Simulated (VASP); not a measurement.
Al5As: relaxation of cell and atoms with PBE

Crystal: Al5As.

```
Al As
1.0
     5.33602    0.00000    0.00000
    -2.66801    4.62113    0.00000
     0.00000    0.00000    4.54496
Al As
5 1
Direct
  0.50000 0.00000 0.50000
  0.50000 0.50000 0.50000
  0.00000 0.50000 0.50000
  0.33333 0.66667 0.00000
  0.66667 0.33333 0.00000
  0.00000 0.00000 0.00000
```

```json
{
 "Program": "VASP 6.6.1",
 "Task": "relaxation of cell and atoms",
 "Functional": "PBE",
 "Potentials or basis": "VASP PAW PBE potentials, release 64 (Al, As)",
 "Cutoff": "600 eV",
 "k mesh": "12 × 12 × 8",
 "Occupations": "gaussian, width 0.1 eV",
 "Spin": "no spin polarisation",
 "Dipole correction": "no",
 "Further INCAR settings": "ALGO = Fast; EDIFF = 1e-06; IBRION = 2; EDIFFG = -0.01; NSW = 100; ISIF = 3"
}
```

- Relaxed volume: 18.83 Å³/atom
- Relaxed cell: a = 5.334 Å, b = 5.334 Å, c = 4.586 Å, α = 90.00°, β = 90.00°, γ = 120.00°
- Space group after relaxing (to 0.05 Å): P6/mmm (No. 191)
- Energy gained by relaxing: 0.5 meV/atom
- Ionic steps: 5
- Pressure after relaxing: 0.0 GPa

Step by step:
| step | energy change (eV) | largest force (eV/Å) | pressure (GPa) | volume (Å³) |
| --- | --- | --- | --- | --- |
| 1 | 0.0000 | 0.0000 | 0.56 | 112.07 |
| 2 | -0.0028 | 0.0000 | -0.07 | 113.13 |
| 3 | -0.0028 | 0.0000 | -0.11 | 113.21 |
| 4 | -0.0032 | 0.0000 | -0.05 | 113.09 |
| 5 | -0.0033 | 0.0000 | 0.00 | 112.99 |

Final structure:
```
Al As
1.0
     5.33400    0.00000    0.00000
    -2.66700    4.61938    0.00000
     0.00000    0.00000    4.58564
Al As
5 1
Cartesian
  2.6670 0.0000 2.2928
  1.3335 2.3097 2.2928
  -1.3335 2.3097 2.2928
  0.0000 3.0796 0.0000
  2.6670 1.5398 0.0000
  0.0000 0.0000 0.0000
```

Levels at points of the mesh, in eV from the Fermi level:
```tsv
k point	band 7	band 8	band 9	band 10	band 11	band 12	band 13	band 14
(0.00, 0.00, 0.00)	-3.70	-3.70	-2.43	0.69	1.00	1.79	1.79	2.40
(0.50, 0.00, 0.00)	-2.35	-2.00	-0.69	-0.09	0.16	0.94	1.40	1.62
(0.00, 0.00, 0.50)	-2.35	-2.15	-2.15	-1.87	-1.87	-1.31	-0.98	-0.98
(0.50, 0.00, 0.50)	-3.58	-3.11	0.76	1.35	1.39	1.75	2.38	2.62
```

It took 3 min on 1 thread of Intel(R) Xeon(R) 6975P-C (Granite Rapids), on a shared host, peak memory 0.41 GiB.

Caveat: the bands computed are all filled at some k points, so no gap is given.
